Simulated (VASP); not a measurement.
**Si2Br: single point with PBE**

Crystal: Si2Br.

```xyz
3
Lattice="4.7791 0.0000 0.0000 -2.3896 4.1389 0.0000 0.0000 0.0000 3.0381" Properties=species:S:1:pos:R:3 pbc="T T T"
Si    0.0000    2.7592    1.5190
Si    2.3896    1.3796    1.5190
Br    0.0000    0.0000    0.0000
```

```yaml
Program: VASP 6.6.1
Task: single point
Functional: PBE
Potentials_or_basis: VASP PAW PBE potentials, release 64 (Si, Br)
Cutoff: 520 eV
k_mesh: 6 × 6 × 6
Occupations: gaussian, width 0.1 eV
Spin: no spin polarisation
Dipole_correction: no
Further_INCAR_settings: ALGO = Normal; EDIFF = 1e-06; NBANDS = 14
```

- Pressure: -2.7 GPa
- Band gap on the k mesh: zero (an odd number of electrons rules out a gap without spin polarisation)

Stress tensor (GPa, compression positive):
```
-6.48  0.00  0.00
 0.00 -6.48  0.00
 0.00  0.00  4.95
```

Levels at points of the mesh, in eV from the Fermi level:
```tsv
k point	band 4	band 5	band 6	band 7	band 8	band 9	band 10	band 11
(0.00, 0.00, 0.00)	-4.73	-4.42	-2.61	-2.61	-0.66	4.86	5.46	5.54
(0.50, 0.00, 0.00)	-5.77	-1.50	-0.39	0.33	0.34	3.70	4.03	4.61
(0.00, 0.00, 0.50)	-3.34	-2.97	-2.97	-1.49	-0.63	-0.63	0.21	1.83
(0.50, 0.00, 0.50)	-5.29	-3.78	-3.29	-1.84	-1.66	0.89	3.18	5.73
```

Run time: 7.2 s on 1 thread of Intel(R) Xeon(R) 6975P-C (Granite Rapids), on a shared host, peak memory 0.18 GiB.

Caveat: an odd number of electrons without spin polarisation forces a metal; a magnetic or distorted state may lie lower.
